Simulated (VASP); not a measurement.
Write the native input for VASP 6.6.1 that does the following.

```yaml
Task: single point
Functional: LDA
Potentials_or_basis: VASP PAW LDA potentials, release 64 (Cs_sv, Cd, Cl)
Cutoff: 520 eV
k_mesh: 6 × 6 × 6
Occupations: gaussian, width 0.05 eV
Spin: no spin polarisation
Dipole_correction: no
Further_INCAR_settings: ALGO = Normal; EDIFF = 1e-06; NBANDS = 29
```

The structure of CsCdCl3 lies in POSCAR:

```
CsCdCl3
1.0
    5.2000000000      0.0000000000      0.0000000000
    0.0000000000      5.2000000000      0.0000000000
    0.0000000000      0.0000000000      5.2000000000
Cs Cd Cl
1 1 3
Direct
    0.0000000000      0.0000000000      0.0000000000
    0.5000000000      0.5000000000      0.5000000000
    0.0000000000      0.5000000000      0.5000000000
    0.5000000000      0.0000000000      0.5000000000
    0.5000000000      0.5000000000      0.0000000000
```

The input as run:

INCAR

```
PREC     = Accurate       # precision mode
ENCUT    = 520            # plane-wave cutoff, eV
EDIFF    = 1E-6           # SCF threshold, eV
ISMEAR   = 0              # smearing method
SIGMA    = 0.05           # smearing width, eV
LREAL    = F              # projectors in reciprocal space
LASPH    = T              # aspherical terms in the spheres
NELM     = 100            # most SCF steps
ALGO     = Normal         # electronic algorithm
ISIF     = 2              # what is computed and relaxed
LWAVE    = F              # write WAVECAR
LCHARG   = T              # write CHGCAR
LELF     = T              # ELF
LVHAR    = T            
NBANDS   = 29             # bands
```

KPOINTS

```
regular mesh
0
Gamma
  6 6 6
```

Potentials or basis: VASP PAW LDA potentials, release 64 (Cs_sv, Cd, Cl).

Run with:

```bash
$ cat potpaw_LDA.64/Cs_sv/POTCAR potpaw_LDA.64/Cd/POTCAR potpaw_LDA.64/Cl/POTCAR > POTCAR
$ mpirun -np 1 vasp_std > vasp.out
```

It gave:

| Property | Result |
| --- | --- |
| Pressure | -1.7 GPa |
| Band gap on the k mesh | 1.54 eV (least direct gap 2.12 eV) |

Caveat: spin-orbit coupling is left out, which moves the levels of the heavy elements.

It took 110 s on 1 thread of Intel Xeon 8259CL, on a shared host, peak memory 0.25 GiB.
